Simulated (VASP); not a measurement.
# Bi (Im-3m) in VASP: single point with PBE

Aim: the single point of Bi with PBE.

All numbers are computed with VASP 6.6.1; they aren't measurements. Logs are shortened: lines on timing, memory, paths and dates and some standing lists are left out, and cuts for length are marked.

## Step 1: The cell of the first run

Symmetry: Im-3m, No. 229, cubic system. The conventional cell has a = 4.136 Å, b = 4.136 Å, c = 4.136 Å, α = 90.00°, β = 90.00°, γ = 90.00°. Within 4.7 Å of Bi (site symmetry m-3m) lie 14 Bi at 3.58 to 4.14 Å.

## Step 2: Single point, PBE

INCAR reads:

```
  PREC = Accurate
  ENCUT = 520
  EDIFF = 1E-6
  ISMEAR = 0
  SIGMA = 0.05
  LREAL = False
  LASPH = True
  NELM = 100
  ALGO = Normal
  ISIF = 2
  LWAVE = False
  LCHARG = False
  GGA = PE
  NBANDS = 14
```

KPOINTS reads:

```
regular mesh
0
Gamma
  6 6 6
```

POSCAR reads:

```
Bi
1.0
   -2.0681922341      2.0681922341      2.0681922341
    2.0681922341     -2.0681922341      2.0681922341
    2.0681922341      2.0681922341     -2.0681922341
Bi
1
Direct
    0.0000000000      0.0000000000      0.0000000000
```

Potentials or basis: VASP PAW PBE potentials, release 64 (Bi_d).

Command:

```console
cat potpaw_PBE.64/Bi_d/POTCAR > POTCAR
mpirun -np 1 vasp_std > vasp.out
```

OUTCAR:

```text
PREC = Accurate
   ENCUT = 520
   EDIFF = 1E-6
   ISMEAR = 0
   LREAL = False
   LASPH = True
   NELM = 100
   ISIF = 2
   GGA = PE

 ion  position               nearest neighbor table
   1  0.000  0.000  0.000-

  LATTYP: Found a body centered cubic cell.
 ALAT       =     4.1363844682

  Lattice vectors:

 A1 = (  -2.0681922341,   2.0681922341,   2.0681922341)
 A2 = (   2.0681922341,  -2.0681922341,   2.0681922341)
 A3 = (   2.0681922341,   2.0681922341,  -2.0681922341)

Analysis of symmetry for initial positions (statically):
=====================================================================
 Subroutine PRICEL returns:
 Original cell was already a primitive cell.

 Routine SETGRP: Setting up the symmetry group for a
 body centered cubic supercell.

 Subroutine GETGRP returns: Found 48 space group operations
 (whereof 48 operations were pure point group operations)
 out of a pool of 48 trial point group operations.

The static configuration has the point symmetry O_h .

Analysis of symmetry for dynamics (positions and initial velocities):
=====================================================================
 Subroutine PRICEL returns:
 Original cell was already a primitive cell.

 Routine SETGRP: Setting up the symmetry group for a
 body centered cubic supercell.

 Subroutine GETGRP returns: Found 48 space group operations
 (whereof 48 operations were pure point group operations)
 out of a pool of 48 trial point group operations.

The dynamic configuration has the point symmetry O_h .

 Subroutine INISYM returns: Found 48 space group operations
 (whereof 48 operations are pure point group operations),
 and found     1 'primitive' translations

----------------------------------------------------------------------------------------

                                     Primitive cell

  volume of cell :      35.3861

  direct lattice vectors                    reciprocal lattice vectors
    -2.068192234  2.068192234  2.068192234     0.000000000  0.241757024  0.241757024
     2.068192234 -2.068192234  2.068192234     0.241757024  0.000000000  0.241757024
     2.068192234  2.068192234 -2.068192234     0.241757024  0.241757024  0.000000000

  length of vectors
     3.582214029  3.582214029  3.582214029     0.341896062  0.341896062  0.341896062

  position of ions in fractional coordinates (direct lattice)
     0.000000000  0.000000000  0.000000000

  ion indices of the primitive-cell ions
   primitive index   ion index
                 1           1

----------------------------------------------------------------------------------------

 KPOINTS: regular mesh

Automatic generation of k-mesh.
 Grid dimensions read from file:
 generate k-points for:    6    6    6

 Generating k-lattice:

  Cartesian coordinates                     Fractional coordinates (reciprocal lattice)
     0.000000000  0.040292837  0.040292837     0.166666667  0.000000000  0.000000000
     0.040292837  0.000000000  0.040292837     0.000000000  0.166666667  0.000000000
     0.040292837  0.040292837  0.000000000     0.000000000  0.000000000  0.166666667

  Length of vectors
     0.056982677  0.056982677  0.056982677

  Shift w.r.t. Gamma in fractional coordinates (k-lattice)
     0.000000000  0.000000000  0.000000000

 Subroutine IBZKPT returns following result:
 ===========================================

 Found     16 irreducible k-points:

 Following reciprocal coordinates:
            Coordinates               Weight
  0.000000  0.000000  0.000000      1.000000
  0.166667  0.000000  0.000000     12.000000
  0.333333  0.000000  0.000000     12.000000
  0.500000  0.000000  0.000000      6.000000
  0.166667  0.166667  0.000000     24.000000
  0.333333  0.166667  0.000000     48.000000
[... 8 lines left out ...]
  0.500000  0.500000  0.333333     12.000000
  0.500000  0.500000  0.500000      1.000000
   k-points           NKPTS =     16   k-points in BZ     NKDIM =     16   number of bands    NBANDS=     14
   number of dos      NEDOS =    301   number of ions     NIONS =      1
   total plane-waves  NPLWV =  21952
   dimension x,y,z NGX =    28 NGY =   28 NGZ =   28
   dimension x,y,z NGXF=    56 NGYF=   56 NGZF=   56
   ions per type =               1
   NGX,Y,Z   is equivalent  to a cutoff of  12.99, 12.99, 12.99 a.u.
   NGXF,Y,Z  is equivalent  to a cutoff of  25.99, 25.99, 25.99 a.u.
 SYSTEM =  unknown system
   PREC   = accura    normal or accurate (medium, high low for compatibility)
   ISTART =      0    job   : 0-new  1-cont  2-samecut
   ICHARG =      2    charge: 1-file 2-atom 10-const
   ISPIN  =      1    spin polarized calculation?
   LNONCOLLINEAR =      F non collinear calculations
   LSORBIT =      F    spin-orbit coupling
   LASPH  =      T    aspherical Exc in radial PAW
   ENCUT  =  520.0 eV  38.22 Ry    6.18 a.u.   6.66  6.66  6.66*2*pi/ulx,y,z
   NELM   =    100;   NELMIN=  2; NELMDL= -5     # of ELM steps
   EDIFF  = 0.1E-05   stopping-criterion for ELM
   LREAL  =      F    real-space projection
   EDIFFG = 0.1E-04   stopping-criterion for IOM
   NSW    =      0    number of steps for IOM
   IBRION =     -1    ionic relax: 0-MD 1-quasi-New 2-CG
   NFREE  =      0    steps in history (QN), initial steepest desc. (CG)
   ISIF   =      2    stress and relaxation
   ISYM   =      2    0-nonsym 1-usesym 2-fastsym
   POTIM  = 0.5000    time-step for ionic-motion
   TEBEG  =    0.0;   TEEND  =   0.0 temperature during run
   PSTRESS=    0.0 pullay stress
   NELECT =      15.0000    total number of electrons
   NUPDOWN=      -1.0000    fix difference up-down
   EMIN   =  10.00;   EMAX   =-10.00  energy-range for DOS
   EFERMI =   0.00;   METHOD = LEGACY
   ISMEAR =     0;   SIGMA  =   0.05  broadening in eV -4-tet -1-fermi 0-gaus
   EFERMI_NEDOS =   21; number of points for ismear=-14 and -15
   IALGO  =     38    algorithm
   IMIX   =      4    mixing-type and parameters
     AMIX     =   0.40;   BMIX     =  1.00
     AMIX_MAG =   1.60;   BMIX_MAG =  1.00
  volume/ion in A,a.u.               =      35.39       238.80
  Fermi-wavevector in a.u.,A,eV,Ry     =   1.229781  2.323949 20.576916  1.512361
  Thomas-Fermi vector in A             =   2.364655
   LORBIT       =      0    0 simple, 1 ext, 2 COOP (PROOUT), +10 PAW based schemes
   GGA     = PE    functional components
   LHFCALC =     F    Hartree Fock is set to
   AEXX    =    0.0000 exact exchange contribution
   IVDW    =     0    specifies the selected vdW correction
   LEPSILON=     F    determine dielectric tensor
   LRPA    =     F    only Hartree local field effects (RPA)
 non-spin polarized calculation
 Gauss-broadening in eV      SIGMA  =   0.05
  energy-cutoff  :      520.00
  volume of cell :       35.39
 maximum number of plane-waves:       976
 NGX is ok and might be reduce to    28
   NGX = 13   NGY = 13   NGZ = 13

 number of electron      14.9999994 magnetization

 Free energy of the ion-electron system (eV)
  ---------------------------------------------------
  ext. energy  EPLUGINS =         0.00000000
  ---------------------------------------------------
  free energy    TOTEN  =        -3.67675080 eV

  energy without entropy =       -3.67250361  energy(sigma->0) =       -3.67462720

 E-fermi :   6.1744     XC(G=0):  -9.6912

 val. band max:        6.1323044618   @ k =   0.3333   0.1667   0.0000
 cond. band min:       6.2018679484   @ k =   0.3333   0.1667   0.1667
 fundamental gap:      0.0695634866
 Fermi energy:         6.1743667306

 k-point     1 :       0.0000    0.0000    0.0000
  band No.  band energies     occupation
      1     -16.5544      2.00000
      2     -16.5544      2.00000
      3     -16.5544      2.00000
      4     -16.4726      2.00000
      5     -16.4726      2.00000
      6      -6.3048      2.00000
      7      10.6626      0.00000
      8      10.6626      0.00000
      9      10.6626      0.00000
     10      14.0241      0.00000
     11      16.8214      0.00000
     12      16.8214      0.00000
     13      16.8214      0.00000
     14      17.3246      0.00000

 k-point     2 :       0.1667    0.0000    0.0000
  band No.  band energies     occupation
      1     -16.5604      2.00000
      2     -16.5433      2.00000
      3     -16.5205      2.00000
      4     -16.4792      2.00000
      5     -16.4741      2.00000
      6      -5.8853      2.00000
      7       7.5545      0.00000
      8       9.6677      0.00000
      9      10.3647      0.00000
     10      14.0208      0.00000
     11      15.1492      0.00000
     12      16.4247      0.00000
     13      16.7154      0.00000
     14      18.8944      0.00000

 k-point     3 :       0.3333    0.0000    0.0000
  band No.  band energies     occupation
      1     -16.5725      2.00000
      2     -16.5324      2.00000
      3     -16.4824      2.00000
      4     -16.4769      2.00000
      5     -16.4518      2.00000
      6      -4.7738      2.00000
      7       3.8269      2.00000
      8       8.2885      0.00000
      9       9.7648      0.00000
     10      12.4647      0.00000
     11      14.0352      0.00000
     12      17.1431      0.00000
     13      18.3533      0.00000
     14      22.2856      0.00000
[... 188 lines left out ...]
 k-point    15 :       0.5000    0.5000    0.3333
  band No.  band energies     occupation
      1     -16.5448      2.00000
      2     -16.5385      2.00000
      3     -16.4673      2.00000
      4     -16.4484      2.00000
      5     -16.4263      2.00000
      6      -2.8366      2.00000
      7       3.8362      2.00000
      8       5.3897      2.00000
      9       5.7866      2.00000
     10      11.1160      0.00000
     11      11.9652      0.00000
     12      19.0643      0.00000
     13      19.1779      0.00000
     14      22.4987      0.00000

 k-point    16 :       0.5000    0.5000    0.5000
  band No.  band energies     occupation
      1     -16.5582      2.00000
      2     -16.5582      2.00000
      3     -16.4295      2.00000
      4     -16.4295      2.00000
      5     -16.4295      2.00000
      6      -2.3326      2.00000
      7       4.8677      2.00000
      8       4.8677      2.00000
      9       4.8677      2.00000
     10      10.0686      0.00000
     11      10.0686      0.00000
     12      21.3674      0.00000
     13      22.8730      0.00000
     14      22.8730      0.00000

------------------------ aborting loop because EDIFF is reached ----------------------------------------

  FORCE on cell =-STRESS in cart. coord.  units (eV):
  Direction    XX          YY          ZZ          XY          YZ          ZX
  --------------------------------------------------------------------------------------
  -------------------------------------------------------------------------------------
  Total       -1.0076195     -1.0076195     -1.0076195     -0.0000000     -0.0000000      0.0000000
  in kB      -45.6220113    -45.6220113    -45.6220113     -0.0000000     -0.0000000      0.0000000
  external PRESSURE =     -45.6220113 kB  Pullay stress =       0.0000000 kB

 VOLUME and BASIS-vectors are now :
 -----------------------------------------------------------------------------
  energy-cutoff  :      520.00
  volume of cell :       35.39
      direct lattice vectors                 reciprocal lattice vectors
    -2.068192234  2.068192234  2.068192234     0.000000000  0.241757024  0.241757024
     2.068192234 -2.068192234  2.068192234     0.241757024  0.000000000  0.241757024
     2.068192234  2.068192234 -2.068192234     0.241757024  0.241757024  0.000000000

 POSITION                                       TOTAL-FORCE (eV/Angst)
 -----------------------------------------------------------------------------------
      0.00000      0.00000      0.00000        -0.000000     -0.000000      0.000000
 -----------------------------------------------------------------------------------
    total drift:                               -0.000000     -0.000000     -0.000000

  FREE ENERGIE OF THE ION-ELECTRON SYSTEM (eV)
  ---------------------------------------------------
  free  energy   TOTEN  =        -3.6767508025 eV

  energy  without entropy=       -3.6725036051  energy(sigma->0) =       -3.67462720
```

Run time: 3.4 s. Hardware: 1 thread of Intel Xeon 6975P-C (Granite Rapids), shared host; peak memory 0.15 GiB.

Results:

```yaml
Free_energy: -3.6768 eV
Pressure: -4.6 GPa
```

Levels at points of the mesh, in eV from the Fermi level:
```tsv
k point	band 3	band 4	band 5	band 6	band 7	band 8	band 9	band 10	band 11	band 12
(0.00, 0.00, 0.00)	-22.73	-22.65	-22.65	-12.48	4.49	4.49	4.49	7.85	10.65	10.65
(0.50, 0.00, 0.00)	-22.65	-22.65	-22.59	-10.10	-4.13	1.57	3.30	5.79	7.49	11.95
(0.50, 0.50, 0.50)	-22.60	-22.60	-22.60	-8.51	-1.31	-1.31	-1.31	3.89	3.89	15.19
```

Caveat: spin-orbit coupling is left out, which moves the levels of the heavy elements.
